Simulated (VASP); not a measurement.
Crystal: Li.

```
Li
1.0
     2.95316    0.00000    0.00000
    -1.47658    2.55751    0.00000
     0.00000    0.00000    4.84408
Li
2
Direct
  0.33333 0.66667 0.25000
  0.66667 0.33333 0.75000
```

This isn't the form of Li at room conditions, which is bcc.

| Property | Result |
| --- | --- |
| Program | VASP 6.6.1 |
| Task | relaxation of cell and atoms |
| Functional | PBE |
| Potentials or basis | VASP PAW PBE potentials, release 64 (Li_sv) |
| Cutoff | 750 eV |
| k mesh | 18 × 18 × 10 |
| Occupations | gaussian, width 0.1 eV |
| Spin | no spin polarisation |

At the start: pressure 1.5 GPa; volume 18.29 Å³/atom.

**Question.** Where does the relaxation end?

**Answer.** Over 4 steps the energy falls by 7.3 meV/atom and the volume is 19.98 Å³/atom (+9.2 %); space group P6_3/mmc (No. 194, to 0.1 Å) before and after.

The path:
```
step  energy change (eV)  largest force (eV/Å)  pressure (GPa)  volume (Å³)
   1              0.0000                0.0000            1.49        36.59
   2             -0.0071                0.0000            1.03        37.49
   3             -0.0145                0.0000           -0.13        40.30
   4             -0.0146                0.0000           -0.01        39.96
```

Final structure:
```
CELL_PARAMETERS angstrom
3.04048 0.00000 0.00000
-1.52024 2.63313 0.00000
0.00000 0.00000 4.99143
ATOMIC_POSITIONS crystal
Li 0.33333 0.66667 0.25000
Li 0.66667 0.33333 0.75000
```
